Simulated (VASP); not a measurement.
# MgS (F-43m) in VASP: single point with PBEsol

Aim: the single point of MgS with PBEsol.

Everything below comes from runs of VASP 6.6.1. Logs are shortened: lines on timing, memory, paths and dates and some standing lists are left out, and cuts for length are marked.

**1. The cell of the first run**

The structure is cubic, space group F-43m (No. 216). Conventional cell: a = 5.652 Å, b = 5.652 Å, c = 5.652 Å, α = 90.00°, β = 90.00°, γ = 90.00°. Within 3.2 Å of Mg (site symmetry -43m) lie 4 S at 2.45 Å. Within 3.2 Å of S (site symmetry -43m) lie 4 Mg at 2.45 Å.

**2. Single point, PBEsol**

INCAR reads:

```
PREC     = Accurate       # precision mode
ENCUT    = 600            # plane-wave cutoff, eV
EDIFF    = 1E-6           # SCF threshold, eV
ISMEAR   = 0              # smearing method
SIGMA    = 0.02           # smearing width, eV
LREAL    = F              # projectors in reciprocal space
LASPH    = T              # aspherical terms in the spheres
NELM     = 120            # most SCF steps
ALGO     = Normal         # electronic algorithm
ISIF     = 2              # what is computed and relaxed
LWAVE    = F              # write WAVECAR
LCHARG   = T              # write CHGCAR
GGA      = PS             # functional
LELF     = T              # ELF
LVHAR    = T            
NBANDS   = 11             # bands
GGA_COMPAT= F
```

KPOINTS reads:

```
regular mesh
0
Gamma
  8 8 8
```

POSCAR reads:

```
MgS
1.0
    0.0000000000      2.8258920506      2.8258920506
    2.8258920506      0.0000000000      2.8258920506
    2.8258920506      2.8258920506      0.0000000000
Mg S
1 1
Direct
    0.0000000000      0.0000000000      0.0000000000
    0.2500000000      0.2500000000      0.2500000000
```

Potentials or basis: VASP PAW PBE potentials, release 64 (Mg, S).

The run is started by

```
> cat potpaw_PBE.64/Mg/POTCAR potpaw_PBE.64/S/POTCAR > POTCAR
> mpirun -np 1 vasp_std > vasp.out
```

OUTCAR:

```text
PREC = Accurate
   ENCUT = 600
   EDIFF = 1E-6
   ISMEAR = 0
   LREAL = F
   LASPH = T
   NELM = 120
   ISIF = 2
   GGA = PS

 ion  position               nearest neighbor table
   1  0.000  0.000  0.000-   2 2.45   2 2.45   2 2.45   2 2.45
   2  0.250  0.250  0.250-   1 2.45   1 2.45   1 2.45   1 2.45

  LATTYP: Found a face centered cubic cell.
 ALAT       =     5.6517841012

  Lattice vectors:

 A1 = (   0.0000000000,   2.8258920506,   2.8258920506)
 A2 = (   2.8258920506,   0.0000000000,   2.8258920506)
 A3 = (   2.8258920506,   2.8258920506,   0.0000000000)

Analysis of symmetry for initial positions (statically):
=====================================================================
 Subroutine PRICEL returns:
 Original cell was already a primitive cell.

 Routine SETGRP: Setting up the symmetry group for a
 face centered cubic supercell.

 Subroutine GETGRP returns: Found 24 space group operations
 (whereof 24 operations were pure point group operations)
 out of a pool of 48 trial point group operations.

The static configuration has the point symmetry T_d .

Analysis of symmetry for dynamics (positions and initial velocities):
=====================================================================
 Subroutine PRICEL returns:
 Original cell was already a primitive cell.

 Routine SETGRP: Setting up the symmetry group for a
 face centered cubic supercell.

 Subroutine GETGRP returns: Found 24 space group operations
 (whereof 24 operations were pure point group operations)
 out of a pool of 48 trial point group operations.

The dynamic configuration has the point symmetry T_d .

 Subroutine INISYM returns: Found 24 space group operations
 (whereof 24 operations are pure point group operations),
 and found     1 'primitive' translations

----------------------------------------------------------------------------------------

                                     Primitive cell

  volume of cell :      45.1333

  direct lattice vectors                    reciprocal lattice vectors
     0.000000000  2.825892051  2.825892051    -0.176935280  0.176935280  0.176935280
     2.825892051  0.000000000  2.825892051     0.176935280 -0.176935280  0.176935280
     2.825892051  2.825892051  0.000000000     0.176935280  0.176935280 -0.176935280

  length of vectors
     3.996414864  3.996414864  3.996414864     0.306460894  0.306460894  0.306460894

  position of ions in fractional coordinates (direct lattice)
     0.000000000  0.000000000  0.000000000
     0.250000000  0.250000000  0.250000000

  ion indices of the primitive-cell ions
   primitive index   ion index
                 1           1
                 2           2

[... 84 lines left out ...]
   EMIN   =  10.00;   EMAX   =-10.00  energy-range for DOS
   EFERMI =   0.00;   METHOD = LEGACY
   ISMEAR =     0;   SIGMA  =   0.02  broadening in eV -4-tet -1-fermi 0-gaus
   EFERMI_NEDOS =   21; number of points for ismear=-14 and -15
   IALGO  =     38    algorithm
   IMIX   =      4    mixing-type and parameters
     AMIX     =   0.40;   BMIX     =  1.00
     AMIX_MAG =   1.60;   BMIX_MAG =  1.00
  volume/ion in A,a.u.               =      22.57       152.29
  Fermi-wavevector in a.u.,A,eV,Ry     =   0.919615  1.737820 11.506328  0.845691
  Thomas-Fermi vector in A             =   2.044828
   LORBIT       =      0    0 simple, 1 ext, 2 COOP (PROOUT), +10 PAW based schemes
   GGA     = PS    functional components
   LHFCALC =     F    Hartree Fock is set to
   AEXX    =    0.0000 exact exchange contribution
   IVDW    =     0    specifies the selected vdW correction
   LEPSILON=     F    determine dielectric tensor
   LRPA    =     F    only Hartree local field effects (RPA)
 non-spin polarized calculation
 Gauss-broadening in eV      SIGMA  =   0.02
  energy-cutoff  :      600.00
  volume of cell :       45.13
 maximum number of plane-waves:      1540
   NGX = 15   NGY = 15   NGZ = 15

 number of electron       8.0000000 magnetization

 Free energy of the ion-electron system (eV)
  ---------------------------------------------------
  ext. energy  EPLUGINS =         0.00000000
  ---------------------------------------------------
  free energy    TOTEN  =        -8.91806451 eV

  energy without entropy =       -8.91806451  energy(sigma->0) =       -8.91806451

 E-fermi :   1.1628     XC(G=0):  -8.5974

 val. band max:        1.0344307175   @ k =   0.0000   0.0000   0.0000
 cond. band min:       4.3566552726   @ k =   0.0000   0.0000   0.0000
 fundamental gap:      3.3222245552
 Fermi energy:         1.1627831379

 k-point     1 :       0.0000    0.0000    0.0000
  band No.  band energies     occupation
      1     -10.2524      2.00000
      2       1.0344      2.00000
      3       1.0344      2.00000
      4       1.0344      2.00000
      5       4.3567      0.00000
      6       8.9208      0.00000
      7       8.9208      0.00000
      8       8.9208      0.00000
      9      11.8293      0.00000
     10      11.8293      0.00000
     11      14.6249      0.00000
[... 309 lines left out ...]
 k-point    24 :      -0.3750    0.2500    0.1250
  band No.  band energies     occupation
      1      -9.4371      2.00000
      2      -1.8052      2.00000
      3      -0.2939      2.00000
      4       0.3719      2.00000
      5       6.9663      0.00000
      6       7.4295      0.00000
      7       9.7142      0.00000
      8       9.8088      0.00000
      9      12.3724      0.00000
     10      13.7892      0.00000
     11      15.2107      0.00000

 [... further k-points ...]

------------------------ aborting loop because EDIFF is reached ----------------------------------------

  FORCE on cell =-STRESS in cart. coord.  units (eV):
  Direction    XX          YY          ZZ          XY          YZ          ZX
  --------------------------------------------------------------------------------------
  -------------------------------------------------------------------------------------
  Total       -0.0202178     -0.0202178     -0.0202178      0.0000000     -0.0000000     -0.0000000
  in kB       -0.7177087     -0.7177087     -0.7177087      0.0000000     -0.0000000     -0.0000000
  external PRESSURE =      -0.7177087 kB  Pullay stress =       0.0000000 kB

 VOLUME and BASIS-vectors are now :
 -----------------------------------------------------------------------------
  energy-cutoff  :      600.00
  volume of cell :       45.13
      direct lattice vectors                 reciprocal lattice vectors
     0.000000000  2.825892051  2.825892051    -0.176935280  0.176935280  0.176935280
     2.825892051  0.000000000  2.825892051     0.176935280 -0.176935280  0.176935280
     2.825892051  2.825892051  0.000000000     0.176935280  0.176935280 -0.176935280

 POSITION                                       TOTAL-FORCE (eV/Angst)
 -----------------------------------------------------------------------------------
      0.00000      0.00000      0.00000        -0.000000     -0.000000     -0.000000
      1.41295      1.41295      1.41295         0.000000      0.000000      0.000000
 -----------------------------------------------------------------------------------
    total drift:                               -0.000000     -0.000000     -0.000000

  FREE ENERGIE OF THE ION-ELECTRON SYSTEM (eV)
  ---------------------------------------------------
  free  energy   TOTEN  =        -8.9180645122 eV

  energy  without entropy=       -8.9180645122  energy(sigma->0) =       -8.91806451
```

Wall time 7.9 s (1 thread of Intel Xeon 6975P-C (Granite Rapids), shared host); peak memory 0.18 GiB.

What came out:

| Quantity | Value |
| --- | --- |
| Free energy | -8.9181 eV |
| Pressure | -0.1 GPa |
| Band gap on the k mesh | 3.32 eV |

Caveat: the PAW data sets were made with another functional, which shifts forces and pressure a little. A k mesh can miss the band edges.
